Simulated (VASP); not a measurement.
# Ni3Pt (Pm-3m) in VASP: further runs, part 2 of 2

VASP 6.6.1. The steps go on from the part before.

## 5. Single point, LDA, collinear spin, ferromagnetic start

INCAR reads:

```
PREC = Accurate ; ENCUT = 600
EDIFF = 1E-6 ; ISMEAR = -1
SIGMA = 0.05 ; LREAL = False
LASPH = True ; NELM = 200
ALGO = Normal ; ISIF = 2
LWAVE = False ; LCHARG = True
ISPIN = 2 ; MAGMOM = 0.7 0.7 0.7 0.3
LORBIT = 11 ; LMAXMIX = 4
LELF = True ; LVHAR = True
NBANDS = 32 ; GGA_COMPAT = False
```

KPOINTS reads:

```
Automatic mesh
0
Gamma
  9 9 9
```

POSCAR reads:

```
Ni3Pt
1.0
    3.6245667900      0.0000000000      0.0000000000
    0.0000000000      3.6245667900      0.0000000000
    0.0000000000      0.0000000000      3.6245667900
Ni Pt
3 1
Direct
    0.5000000000      0.0000000000      0.5000000000
    0.0000000000      0.5000000000      0.5000000000
    0.5000000000      0.5000000000      0.0000000000
    0.0000000000      0.0000000000      0.0000000000
```

Potentials or basis: VASP PAW LDA potentials, release 64 (Ni, Pt).

Launch:

```
$ cat potpaw_LDA.64/Ni/POTCAR potpaw_LDA.64/Pt/POTCAR > POTCAR
$ mpirun -np 1 vasp_std > vasp.out
```

OUTCAR:

```text
PREC = Accurate
   ENCUT = 600
   EDIFF = 1E-6
   ISMEAR = -1
   LREAL = False
   LASPH = True
   NELM = 200
   ISIF = 2
   ISPIN = 2
   LORBIT = 11

 ion  position               nearest neighbor table
   1  0.500  0.000  0.500-   2 2.56   3 2.56   4 2.56   3 2.56   4 2.56   2 2.56   3 2.56   3 2.56
                             2 2.56   4 2.56   4 2.56   2 2.56
   2  0.000  0.500  0.500-   1 2.56   3 2.56   4 2.56   3 2.56   4 2.56   1 2.56   4 2.56   4 2.56
                             1 2.56   3 2.56   3 2.56   1 2.56
   3  0.500  0.500  0.000-   1 2.56   2 2.56   4 2.56   1 2.56   2 2.56   1 2.56   4 2.56   1 2.56
                             2 2.56   4 2.56   2 2.56   4 2.56
   4  0.000  0.000  0.000-   1 2.56   2 2.56   3 2.56   1 2.56   2 2.56   2 2.56   3 2.56   2 2.56
                             1 2.56   3 2.56   1 2.56   3 2.56

  LATTYP: Found a simple cubic cell.
 ALAT       =     3.6245667900

  Lattice vectors:

 A1 = (   3.6245667900,   0.0000000000,   0.0000000000)
 A2 = (   0.0000000000,   3.6245667900,   0.0000000000)
 A3 = (   0.0000000000,   0.0000000000,   3.6245667900)

Analysis of symmetry for initial positions (statically):
=====================================================================
 Subroutine PRICEL returns:
 Original cell was already a primitive cell.

 Routine SETGRP: Setting up the symmetry group for a
 simple cubic supercell.

 Subroutine GETGRP returns: Found 48 space group operations
 (whereof 48 operations were pure point group operations)
 out of a pool of 48 trial point group operations.

The static configuration has the point symmetry O_h .

Analysis of symmetry for dynamics (positions and initial velocities):
=====================================================================
 Subroutine PRICEL returns:
 Original cell was already a primitive cell.

 Routine SETGRP: Setting up the symmetry group for a
 simple cubic supercell.

 Subroutine GETGRP returns: Found 48 space group operations
 (whereof 48 operations were pure point group operations)
 out of a pool of 48 trial point group operations.

The dynamic configuration has the point symmetry O_h .

Analysis of structural, dynamic, and magnetic symmetry:
=====================================================================
 Subroutine PRICEL returns:
 Original cell was already a primitive cell.

 Routine SETGRP: Setting up the symmetry group for a
 simple cubic supercell.

 Subroutine GETGRP returns: Found 48 space group operations
 (whereof 48 operations were pure point group operations)
 out of a pool of 48 trial point group operations.

The overall configuration has the point symmetry O_h .

 Subroutine INISYM returns: Found 48 space group operations
 (whereof 48 operations are pure point group operations),
 and found     1 'primitive' translations

----------------------------------------------------------------------------------------

                                     Primitive cell

  volume of cell :      47.6177

  direct lattice vectors                    reciprocal lattice vectors
     3.624566790  0.000000000  0.000000000     0.275895040  0.000000000  0.000000000
     0.000000000  3.624566790  0.000000000     0.000000000  0.275895040  0.000000000
     0.000000000  0.000000000  3.624566790     0.000000000  0.000000000  0.275895040

  length of vectors
[... 86 lines left out ...]
   EDIFF  = 0.1E-05   stopping-criterion for ELM
   LREAL  =      F    real-space projection
   EDIFFG = 0.1E-04   stopping-criterion for IOM
   NSW    =      0    number of steps for IOM
   IBRION =     -1    ionic relax: 0-MD 1-quasi-New 2-CG
   NFREE  =      0    steps in history (QN), initial steepest desc. (CG)
   ISIF   =      2    stress and relaxation
   ISYM   =      2    0-nonsym 1-usesym 2-fastsym
   POTIM  = 0.5000    time-step for ionic-motion
   TEBEG  =    0.0;   TEEND  =   0.0 temperature during run
   PSTRESS=    0.0 pullay stress
   NELECT =      40.0000    total number of electrons
   NUPDOWN=      -1.0000    fix difference up-down
   EMIN   =  10.00;   EMAX   =-10.00  energy-range for DOS
   EFERMI =   0.00;   METHOD = LEGACY
   ISMEAR =    -1;   SIGMA  =   0.05  broadening in eV -4-tet -1-fermi 0-gaus
   EFERMI_NEDOS =   21; number of points for ismear=-14 and -15
   IALGO  =     38    algorithm
   IMIX   =      4    mixing-type and parameters
     AMIX     =   0.40;   BMIX     =  1.00
     AMIX_MAG =   1.60;   BMIX_MAG =  1.00
  volume/ion in A,a.u.               =      11.90        80.34
  Fermi-wavevector in a.u.,A,eV,Ry     =   1.544681  2.919023 32.464024  2.386038
  Thomas-Fermi vector in A             =   2.650167
   LORBIT       =     11    0 simple, 1 ext, 2 COOP (PROOUT), +10 PAW based schemes
   GGA     = CA    functional components
   LHFCALC =     F    Hartree Fock is set to
   AEXX    =    0.0000 exact exchange contribution
   IVDW    =     0    specifies the selected vdW correction
   LEPSILON=     F    determine dielectric tensor
   LRPA    =     F    only Hartree local field effects (RPA)
 spin polarized calculation
  energy-cutoff  :      600.00
  volume of cell :       47.62
 maximum number of plane-waves:      1604
 NGX is ok and might be reduce to    30
   NGX = 15   NGY = 15   NGZ = 15

 number of electron      40.0000038 magnetization       2.1719082

 Free energy of the ion-electron system (eV)
  ---------------------------------------------------
  ext. energy  EPLUGINS =         0.00000000
  ---------------------------------------------------
  free energy    TOTEN  =       -27.41766160 eV

  energy without entropy =      -27.35982665  energy(sigma->0) =      -27.38874412

 E-fermi :   9.7273     XC(G=0): -13.6395

 val. band max:        9.7266195678   @ k =   0.3333   0.3333   0.1111
 cond. band min:       9.7295028738   @ k =   0.2222   0.1111   0.0000
 fundamental gap:      0.0028833060
 Fermi energy:         9.7272638004

 spin component 1

 k-point     1 :       0.0000    0.0000    0.0000
  band No.  band energies     occupation
      1       0.2855      1.00000
      2       3.7568      1.00000
      3       3.7568      1.00000
      4       4.7019      1.00000
      5       4.7019      1.00000
      6       4.7019      1.00000
[... 829 lines left out ...]
     31      25.4659      0.00000
     32      26.3143      0.00000

 [... further k-points ...]

 spin component 2

 k-point     1 :       0.0000    0.0000    0.0000
  band No.  band energies     occupation
      1       0.3399      1.00000
      2       3.9548      1.00000
      3       3.9548      1.00000
      4       5.0313      1.00000
      5       5.0313      1.00000
      6       5.0313      1.00000
[... 829 lines left out ...]
     31      25.6015      0.00000
     32      26.4470      0.00000

 [... further k-points ...]

------------------------ aborting loop because EDIFF is reached ----------------------------------------

  FORCE on cell =-STRESS in cart. coord.  units (eV):
  Direction    XX          YY          ZZ          XY          YZ          ZX
  --------------------------------------------------------------------------------------
  -------------------------------------------------------------------------------------
  Total       -3.4485218     -3.4485218     -3.4485218     -0.0000000      0.0000000     -0.0000000
  in kB     -116.0313229   -116.0313229   -116.0313229     -0.0000000      0.0000000     -0.0000000
  external PRESSURE =    -116.0313229 kB  Pullay stress =       0.0000000 kB

 VOLUME and BASIS-vectors are now :
 -----------------------------------------------------------------------------
  energy-cutoff  :      600.00
  volume of cell :       47.62
      direct lattice vectors                 reciprocal lattice vectors
     3.624566790  0.000000000  0.000000000     0.275895040  0.000000000  0.000000000
     0.000000000  3.624566790  0.000000000     0.000000000  0.275895040  0.000000000
     0.000000000  0.000000000  3.624566790     0.000000000  0.000000000  0.275895040

 POSITION                                       TOTAL-FORCE (eV/Angst)
 -----------------------------------------------------------------------------------
      1.81228      0.00000      1.81228         0.000000      0.000000      0.000000
      0.00000      1.81228      1.81228         0.000000      0.000000      0.000000
      1.81228      1.81228      0.00000         0.000000      0.000000      0.000000
      0.00000      0.00000      0.00000         0.000000      0.000000      0.000000
 -----------------------------------------------------------------------------------
    total drift:                                0.000000      0.000000     -0.000000

  FREE ENERGIE OF THE ION-ELECTRON SYSTEM (eV)
  ---------------------------------------------------
  free  energy   TOTEN  =       -27.4176615992 eV

  energy  without entropy=      -27.3598266480  energy(sigma->0) =      -27.38874412

 total charge

# of ion       s       p       d       tot
------------------------------------------
    1        0.472   0.490   8.334   9.296
    2        0.472   0.490   8.334   9.296
    3        0.472   0.490   8.334   9.296
    4        0.745   0.664   8.061   9.471
--------------------------------------------------
tot          2.162   2.132  33.065  37.359

 magnetization (x)

# of ion       s       p       d       tot
------------------------------------------
    1       -0.002  -0.011   0.638   0.625
    2       -0.002  -0.011   0.638   0.625
    3       -0.002  -0.011   0.638   0.625
    4       -0.004  -0.020   0.329   0.304
--------------------------------------------------
tot         -0.012  -0.052   2.244   2.180
```

OSZICAR:

```text
N       E                     dE             d eps       ncg     rms          rms(c)
DAV:   1     0.293574873126E+03    0.29357E+03   -0.19422E+04  4624   0.185E+03
DAV:   2    -0.937534542312E+01   -0.30295E+03   -0.28233E+03  4488   0.360E+02
DAV:   3    -0.306682055009E+02   -0.21293E+02   -0.20363E+02  5160   0.112E+02
DAV:   4    -0.310499514955E+02   -0.38175E+00   -0.38131E+00  5072   0.145E+01
DAV:   5    -0.310630839390E+02   -0.13132E-01   -0.13132E-01  5864   0.230E+00    0.220E+01
DAV:   6    -0.313599295711E+02   -0.29685E+00   -0.23790E+01  5064   0.894E+01    0.226E+01
DAV:   7    -0.278362995318E+02    0.35236E+01   -0.27883E+01  5640   0.696E+01    0.864E+00
DAV:   8    -0.274964250194E+02    0.33987E+00   -0.65513E-01  6352   0.962E+00    0.362E+00
DAV:   9    -0.274219711061E+02    0.74454E-01   -0.15977E-01  7024   0.576E+00    0.102E+00
DAV:  10    -0.274187798564E+02    0.31912E-02   -0.26787E-02  5104   0.174E+00    0.396E-01
DAV:  11    -0.274179843212E+02    0.79554E-03   -0.36710E-03  6352   0.645E-01    0.200E-01
DAV:  12    -0.274176697350E+02    0.31459E-03   -0.72730E-04  6104   0.395E-01    0.527E-02
DAV:  13    -0.274176669441E+02    0.27909E-05   -0.69676E-05  5240   0.926E-02    0.414E-02
DAV:  14    -0.274176622351E+02    0.47090E-05   -0.69094E-06  5664   0.378E-02    0.126E-02
DAV:  15    -0.274176615992E+02    0.63588E-06   -0.10959E-06  2688   0.141E-02
   1 F= -.27417662E+02 E0= -.27388744E+02  d E =-.578350E-01  mag=     2.1723
```

stdout:

```text
POSCAR found type information on POSCAR NiPt
 POSCAR found :  2 types and       4 ions
 scaLAPACK will be used
 LDA part: xc-table for (Slater(with rela. corr.)+CA(PZ))
 , standard interpolation
 POSCAR, INCAR and KPOINTS ok, starting setup
 FFT: planning ... GRIDC
 FFT: planning ... GRID_SOFT
 FFT: planning ... GRID
 WAVECAR not read
 entering main loop
```

Wall time 2.1 min (1 thread of Oxide Virtual Turin-like, shared host); peak memory 0.19 GiB.

What came out:

| Quantity | Value |
| --- | --- |
| Free energy | -27.4177 eV |
| Pressure | -11.6 GPa |
| Net moment | 2.17 μB per cell |
| Site moments | Ni +0.62; Pt +0.30 μB |
| Valence electrons inside the program's atomic spheres | Ni 9.30; Pt 9.47 |

Caveat: the cell stands under tension; spin-orbit coupling is left out, which moves the levels of the heavy elements.

## 6. Single point, LDA, collinear spin, ferrimagnetic start

INCAR reads:

```
SYSTEM = Ni3Pt
  PREC = Accurate
  ENCUT = 600
  EDIFF = 1E-6
  ISMEAR = -1
  SIGMA = 0.05
  LREAL = .FALSE.
  LASPH = .TRUE.
  NELM = 200
  ALGO = Normal
  ISIF = 2
  LWAVE = .FALSE.
  LCHARG = .TRUE.
  ISPIN = 2
  MAGMOM = 0.7 0.7 -0.7 0.3
  LORBIT = 11
  LMAXMIX = 4
  LELF = .TRUE.
  LVHAR = .TRUE.
  NBANDS = 32
  GGA_COMPAT = .FALSE.
```

KPOINTS reads:

```
regular mesh
0
G
  9 9 9
  0 0 0
```

POSCAR is that of step 5.

Potentials or basis: VASP PAW LDA potentials, release 64 (Ni, Pt).

Launch:

```
$ cat potpaw_LDA.64/Ni/POTCAR potpaw_LDA.64/Pt/POTCAR > POTCAR
$ mpirun -np 1 vasp_std > vasp.out
```

Wall time 4.9 min (1 thread of Oxide Virtual Turin-like, shared host); peak memory 0.28 GiB.

Results (log left out):

```yaml
Free_energy: -27.4177 eV
Pressure: -11.6 GPa
Net_moment: 2.17 μB per cell
Site_moments: Ni +0.62, +0.63 (each value once); Pt +0.30 μB
Valence_electrons_inside_the_program's_atomic_spheres: Ni 9.30; Pt 9.47
```

Levels at points of the mesh, in eV from the Fermi level:
Spin up:
```tsv
k point	band 19	band 20	band 21	band 22	band 23	band 24
(0.00, 0.00, 0.00)	0.17	0.17	0.17	2.24	2.24	2.24
```
Spin down:
| k point | band 16 | band 17 | band 18 | band 19 | band 20 | band 21 | band 22 | band 23 |
| --- | --- | --- | --- | --- | --- | --- | --- | --- |
| (0.00, 0.00, 0.00) | 0.20 | 0.29 | 0.29 | 0.72 | 0.72 | 0.72 | 2.30 | 2.30 |

Caveat: the cell stands under tension; spin-orbit coupling is left out, which moves the levels of the heavy elements.

## 7. The runs side by side

| spin | cutoff (eV) | gap on the mesh (eV) | pressure (GPa) | moment (μB) |
| --- | --- | --- | --- | --- |
| off | 520 | none | -12.9 | - |
| collinear, ferrimagnetic start | 520 | none | -11.5 | 2.17 |
| collinear, ferromagnetic start | 600 | none | -11.6 | 2.17 |
| collinear, ferrimagnetic start | 600 | none | -11.6 | 2.17 |

Alike in all rows: task single point; level LDA; potentials or basis VASP PAW LDA potentials, release 64 (Ni, Pt); cell as given; k mesh 9 × 9 × 9; smearing fermi-dirac 0.05 eV.

Caveats: the cell stands under tension; spin-orbit coupling is left out, which moves the levels of the heavy elements.

Absolute energies hang on the potentials; compare differences alone.
